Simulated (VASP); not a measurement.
# Ti3N3F in VASP: a series of runs

Runs on Ti3N3F. Level: PBE. Tasks: single point.

All numbers are computed with VASP 6.6.1; they aren't measurements. Logs are shortened: lines on timing, memory, paths and dates and some standing lists are left out, and cuts for length are marked.

## (1) The cell of the first run

The cell holds a slab with vacuum, 7 atoms: a = 3.003 Å, b = 3.003 Å, c = 21.554 Å, α = 90.00°, β = 90.00°, γ = 120.00°.

## (2) Single point, PBE

File INCAR:

```
SYSTEM = Ti3N3F
ALGO = Fast
DIPOL = 0.5 0.5 0.357
EDIFF = 1E-6
ENCUT = 520
GGA = PE
IDIPOL = 3
ISIF = 2
ISMEAR = 0
LASPH = .TRUE.
LCHARG = .TRUE.
LDIPOL = .TRUE.
LELF = .TRUE.
LREAL = .FALSE.
LVACPOTAV = .TRUE.
LVHAR = .TRUE.
LWAVE = .FALSE.
NBANDS = 38
NELM = 80
PREC = Accurate
SIGMA = 0.1
```

File KPOINTS:

```
k-points
0
G
  9 9 1
  0 0 0
```

File POSCAR:

```
Ti3N3F
1.0
    3.0028555063      0.0000000000      0.0000000000
   -1.5014277532      2.6005491524      0.0000000000
    0.0000000000      0.0000000000     21.5541471841
N Ti F
3 3 1
Direct
    0.3333333333      0.6666666666      0.1855791355
    0.0000000000      0.0000000000      0.2993308526
    0.6666666667      0.3333333334      0.4147299353
    0.6666666667      0.3333333334      0.2424549941
    0.3333333333      0.6666666666      0.3575097830
    0.0000000000      0.0000000000      0.4664599856
    0.0000000000      0.5000000000      0.5315406091
```

Potentials or basis: VASP PAW PBE potentials, release 64 (N, Ti_sv, F).

Run with:

```console
$ cat potpaw_PBE.64/N/POTCAR potpaw_PBE.64/Ti_sv/POTCAR potpaw_PBE.64/F/POTCAR > POTCAR
$ mpirun -np 1 vasp_std > vasp.out
```

OUTCAR:

```text
SYSTEM = Ti3N3F
   EDIFF = 1E-6
   ENCUT = 520
   GGA = PE
   ISIF = 2
   ISMEAR = 0
   LASPH = .TRUE.
   LREAL = .FALSE.
   NELM = 80
   PREC = Accurate

 ion  position               nearest neighbor table
   1  0.333  0.667  0.186-   4 2.12   4 2.12   4 2.12
   2  0.000  0.000  0.299-   4 2.12   4 2.12   4 2.12   5 2.14   5 2.14   5 2.14
   3  0.667  0.333  0.415-   6 2.06   6 2.06   6 2.06   5 2.13   5 2.13   5 2.13
   4  0.667  0.333  0.242-   2 2.12   2 2.12   2 2.12   1 2.12   1 2.12   1 2.12
   5  0.333  0.667  0.358-   3 2.13   3 2.13   3 2.13   2 2.14   2 2.14   2 2.14   6 2.92   6 2.92
                             6 2.92
   6  0.000  0.000  0.466-   7 2.05   7 2.05   3 2.06   3 2.06   3 2.06   5 2.92   5 2.92   5 2.92

   7  0.000  0.500  0.532-   6 2.05   6 2.05

  LATTYP: Found a hexagonal cell.
 ALAT       =     3.0028555063
 C/A-ratio  =     7.1778835641

  Lattice vectors:

 A1 = (   3.0028555063,   0.0000000000,   0.0000000000)
 A2 = (  -1.5014277532,   2.6005491524,   0.0000000000)
 A3 = (   0.0000000000,   0.0000000000,  21.5541471841)

Analysis of symmetry for initial positions (statically):
=====================================================================
 Subroutine PRICEL returns:
 Original cell was already a primitive cell.

 Routine SETGRP: Setting up the symmetry group for a
 hexagonal supercell.

 Subroutine GETGRP returns: Found  2 space group operations
 (whereof  2 operations were pure point group operations)
 out of a pool of 24 trial point group operations.

The static configuration has the point symmetry C_1h.

Analysis of symmetry for dynamics (positions and initial velocities):
=====================================================================
 Subroutine PRICEL returns:
 Original cell was already a primitive cell.

 Routine SETGRP: Setting up the symmetry group for a
 hexagonal supercell.

 Subroutine GETGRP returns: Found  2 space group operations
 (whereof  2 operations were pure point group operations)
 out of a pool of 24 trial point group operations.

The dynamic configuration has the point symmetry C_1h.

 Subroutine INISYM returns: Found  2 space group operations
 (whereof  2 operations are pure point group operations),
 and found     1 'primitive' translations

----------------------------------------------------------------------------------------

                                     Primitive cell

  volume of cell :     168.3179

  direct lattice vectors                    reciprocal lattice vectors
     3.002855506  0.000000000  0.000000000     0.333016357  0.192267083  0.000000000
    -1.501427753  2.600549152  0.000000000     0.000000000  0.384534166  0.000000000
     0.000000000  0.000000000 21.554147184     0.000000000  0.000000000  0.046394784

  length of vectors
     3.002855506  3.002855506 21.554147184     0.384534166  0.384534166  0.046394784

  position of ions in fractional coordinates (direct lattice)
     0.333333333  0.666666667  0.185579135
     0.000000000  0.000000000  0.299330853
     0.666666667  0.333333333  0.414729935
     0.666666667  0.333333333  0.242454994
     0.333333333  0.666666667  0.357509783
     0.000000000  0.000000000  0.466459986
     0.000000000  0.500000000  0.531540609

  ion indices of the primitive-cell ions
   primitive index   ion index
                 1           1
                 2           2
                 3           3
                 4           4
                 5           5
                 6           6
                 7           7

----------------------------------------------------------------------------------------

 KPOINTS: k-points

Automatic generation of k-mesh.
 Grid dimensions read from file:
 generate k-points for:    9    9    1

 Generating k-lattice:

  Cartesian coordinates                     Fractional coordinates (reciprocal lattice)
     0.037001817  0.021363009  0.000000000     0.111111111  0.000000000  0.000000000
     0.000000000  0.042726018  0.000000000     0.000000000  0.111111111  0.000000000
     0.000000000  0.000000000  0.046394784     0.000000000  0.000000000  1.000000000

  Length of vectors
     0.042726018  0.042726018  0.046394784

  Shift w.r.t. Gamma in fractional coordinates (k-lattice)
     0.000000000  0.000000000  0.000000000

 Subroutine IBZKPT returns following result:
 ===========================================

 Found     25 irreducible k-points:

 Following reciprocal coordinates:
            Coordinates               Weight
  0.000000  0.000000  0.000000      1.000000
  0.111111  0.000000  0.000000      2.000000
  0.000000  0.111111  0.000000      4.000000
  0.222222  0.000000  0.000000      2.000000
  0.000000  0.222222  0.000000      4.000000
  0.333333 -0.000000  0.000000      2.000000
[... 16 lines left out ...]
 -0.222222 -0.444444  0.000000      4.000000
  0.444444  0.333333  0.000000      4.000000
   k-points           NKPTS =     25   k-points in BZ     NKDIM =     25   number of bands    NBANDS=     38
   number of dos      NEDOS =    301   number of ions     NIONS =      7
   total plane-waves  NPLWV =  92160
   dimension x,y,z NGX =    24 NGY =   24 NGZ =  160
   dimension x,y,z NGXF=    48 NGYF=   48 NGZF=  320
   ions per type =               3   3   1
   NGX,Y,Z   is equivalent  to a cutoff of  13.29, 13.29, 12.34 a.u.
   NGXF,Y,Z  is equivalent  to a cutoff of  26.57, 26.57, 24.68 a.u.
 SYSTEM =  Ti3N3F
   PREC   = accura    normal or accurate (medium, high low for compatibility)
   ISTART =      0    job   : 0-new  1-cont  2-samecut
   ICHARG =      2    charge: 1-file 2-atom 10-const
   ISPIN  =      1    spin polarized calculation?
   LNONCOLLINEAR =      F non collinear calculations
   LSORBIT =      F    spin-orbit coupling
   LASPH  =      T    aspherical Exc in radial PAW
   ENCUT  =  520.0 eV  38.22 Ry    6.18 a.u.   5.58  5.58 40.08*2*pi/ulx,y,z
   NELM   =     80;   NELMIN=  2; NELMDL= -5     # of ELM steps
   EDIFF  = 0.1E-05   stopping-criterion for ELM
   LREAL  =      F    real-space projection
[... 7 lines left out ...]
   TEBEG  =    0.0;   TEEND  =   0.0 temperature during run
   PSTRESS=    0.0 pullay stress
   NELECT =      58.0000    total number of electrons
   NUPDOWN=      -1.0000    fix difference up-down
   EMIN   =  10.00;   EMAX   =-10.00  energy-range for DOS
   EFERMI =   0.00;   METHOD = LEGACY
   ISMEAR =     0;   SIGMA  =   0.10  broadening in eV -4-tet -1-fermi 0-gaus
   EFERMI_NEDOS =   21; number of points for ismear=-14 and -15
   IALGO  =     68    algorithm
   IMIX   =      4    mixing-type and parameters
     AMIX     =   0.40;   BMIX     =  1.00
     AMIX_MAG =   1.60;   BMIX_MAG =  1.00
  volume/ion in A,a.u.               =      24.05       162.27
  Fermi-wavevector in a.u.,A,eV,Ry     =   1.147733  2.168900 17.922820  1.317290
  Thomas-Fermi vector in A             =   2.284411
   LORBIT       =      0    0 simple, 1 ext, 2 COOP (PROOUT), +10 PAW based schemes
   GGA     = PE    functional components
   LHFCALC =     F    Hartree Fock is set to
   AEXX    =    0.0000 exact exchange contribution
   IVDW    =     0    specifies the selected vdW correction
   LEPSILON=     F    determine dielectric tensor
   LRPA    =     F    only Hartree local field effects (RPA)
 non-spin polarized calculation
 RMM-DIIS sequential band-by-band and
 Gauss-broadening in eV      SIGMA  =   0.10
  energy-cutoff  :      520.00
  volume of cell :      168.32
 maximum number of plane-waves:      4581
   NGX = 11   NGY = 11   NGZ = 81

 dipolmoment           0.000000      0.000000      0.560081 electrons x Angstroem

 number of electron      58.0000016 magnetization

 dipolmoment           0.000000      0.000000     -0.114581 electrons x Angstroem

 Free energy of the ion-electron system (eV)
  ---------------------------------------------------
  ext. energy  EPLUGINS =         0.00000000
  ---------------------------------------------------
  free energy    TOTEN  =       -61.03329619 eV

  energy without entropy =      -61.02318808  energy(sigma->0) =      -61.02824214

 E-fermi :  -0.3997     XC(G=0):  -5.7134

 val. band max:       -0.5082598690   @ k =   0.2222   0.1111   0.0000
 cond. band min:      -0.3838557994   @ k =   0.2222   0.1111   0.0000
 fundamental gap:      0.1244040696
 Fermi energy:        -0.3997232282

 k-point     1 :       0.0000    0.0000    0.0000
  band No.  band energies     occupation
      1     -58.2638      2.00000
      2     -58.0109      2.00000
      3     -56.9454      2.00000
      4     -34.7966      2.00000
      5     -34.3143      2.00000
      6     -34.3075      2.00000
[... 30 lines left out ...]
     37       1.8921      0.00000
     38       2.4876      0.00000

 k-point     2 :       0.1111    0.0000    0.0000
  band No.  band energies     occupation
      1     -58.2562      2.00000
      2     -58.0040      2.00000
      3     -56.9383      2.00000
      4     -34.7814      2.00000
      5     -34.3647      2.00000
      6     -34.3271      2.00000
[... 30 lines left out ...]
     37       1.9967      0.00000
     38       2.6008      0.00000

 k-point     3 :       0.0000    0.1111    0.0000
  band No.  band energies     occupation
      1     -58.2558      2.00000
      2     -58.0040      2.00000
      3     -56.9383      2.00000
      4     -34.7755      2.00000
      5     -34.3917      2.00000
      6     -34.3131      2.00000
[... 30 lines left out ...]
     37       2.0684      0.00000
     38       2.5649      0.00000

 k-point     4 :       0.2222    0.0000    0.0000
  band No.  band energies     occupation
      1     -58.2369      2.00000
      2     -57.9866      2.00000
      3     -56.9204      2.00000
      4     -34.7471      2.00000
      5     -34.4956      2.00000
      6     -34.3594      2.00000
[... 30 lines left out ...]
     37       2.5826      0.00000
     38       2.9196      0.00000
[... 703 lines left out ...]
      4     -34.7236      2.00000
      5     -34.6351      2.00000
      6     -34.5684      2.00000
[... 30 lines left out ...]
     37       2.9298      0.00000
     38       3.1162      0.00000

 k-point    23 :      -0.2222   -0.4444    0.0000
  band No.  band energies     occupation
      1     -58.1911      2.00000
      2     -57.9479      2.00000
      3     -56.8804      2.00000
      4     -34.7938      2.00000
      5     -34.6303      2.00000
      6     -34.5384      2.00000
[... 30 lines left out ...]
     37       2.9491      0.00000
     38       3.1109      0.00000

 k-point    24 :       0.4444    0.3333    0.0000
  band No.  band energies     occupation
      1     -58.1918      2.00000
      2     -57.9479      2.00000
      3     -56.8804      2.00000
      4     -34.7575      2.00000
      5     -34.6514      2.00000
      6     -34.5314      2.00000
[... 30 lines left out ...]
     37       2.8436      0.00000
     38       3.1026      0.00000

 [... further k-points ...]
[... 5 lines left out ...]
  --------------------------------------------------------------------------------------
  -------------------------------------------------------------------------------------
  Total       -0.9654005     -1.3267958     -3.3382185      0.3129775      0.1730746      0.2997748
  in kB       -9.1894129    -12.6294466    -31.7756902      2.9791566      1.6474550      2.8534833
  external PRESSURE =     -17.8648499 kB  Pullay stress =       0.0000000 kB

 VOLUME and BASIS-vectors are now :
 -----------------------------------------------------------------------------
  energy-cutoff  :      520.00
  volume of cell :      168.32
      direct lattice vectors                 reciprocal lattice vectors
     3.002855506  0.000000000  0.000000000     0.333016357  0.192267083  0.000000000
    -1.501427753  2.600549152  0.000000000     0.000000000  0.384534166  0.000000000
     0.000000000  0.000000000 21.554147184     0.000000000  0.000000000  0.046394784

 POSITION                                       TOTAL-FORCE (eV/Angst)
 -----------------------------------------------------------------------------------
     -0.00000      1.73370      4.00000        -0.003197     -0.001846      4.206484
      0.00000      0.00000      6.45182        -0.018216     -0.010517      1.263423
      1.50143      0.86685      8.93915        -0.295098     -0.170375     -0.027942
      1.50143      0.86685      5.22591         0.018209      0.010513     -5.468619
     -0.00000      1.73370      7.70582         0.001343      0.000775     -0.117697
      0.00000      0.00000     10.05415         0.314103      0.181348      0.097805
     -0.75071      1.30027     11.45690        -0.017144     -0.009898      0.046546
 -----------------------------------------------------------------------------------
    total drift:                               -0.000068     -0.000039     -0.002280

  FREE ENERGIE OF THE ION-ELECTRON SYSTEM (eV)
  ---------------------------------------------------
  free  energy   TOTEN  =       -61.0332961913 eV

  energy  without entropy=      -61.0231880792  energy(sigma->0) =      -61.02824214

 vacuum level on the upper side and lower side of the slab         5.198         7.853
```

Wall time 8.7 min (1 thread of Oxide Virtual Turin-like, shared host); peak memory 0.33 GiB.

What came out:

```
Free energy            : -61.0333 eV
Largest force          : 5.469 eV/Å
Band gap on the k mesh : zero (bands 29 and 30 overlap by 0.13 eV)
```

Forces on the atoms (eV/Å):
```
N   -0.003 -0.002  4.206
N   -0.018 -0.011  1.263
N   -0.295 -0.170 -0.028
Ti   0.018  0.011 -5.469
Ti   0.001  0.001 -0.118
Ti   0.314  0.181  0.098
F   -0.017 -0.010  0.047
```

Levels at points of the mesh, in eV from the Fermi level:
| k point | band 25 | band 26 | band 27 | band 28 | band 29 | band 30 | band 31 | band 32 | band 33 | band 34 |
| --- | --- | --- | --- | --- | --- | --- | --- | --- | --- | --- |
| (0.00, 0.00, 0.00) | -3.25 | -1.12 | -0.39 | -0.34 | 0.14 | 0.27 | 0.30 | 1.18 | 1.22 | 1.48 |

(Part 1 of 2 ends here.)

The gap in the log of VASP goes by the Fermi energy; the results here count the filled bands.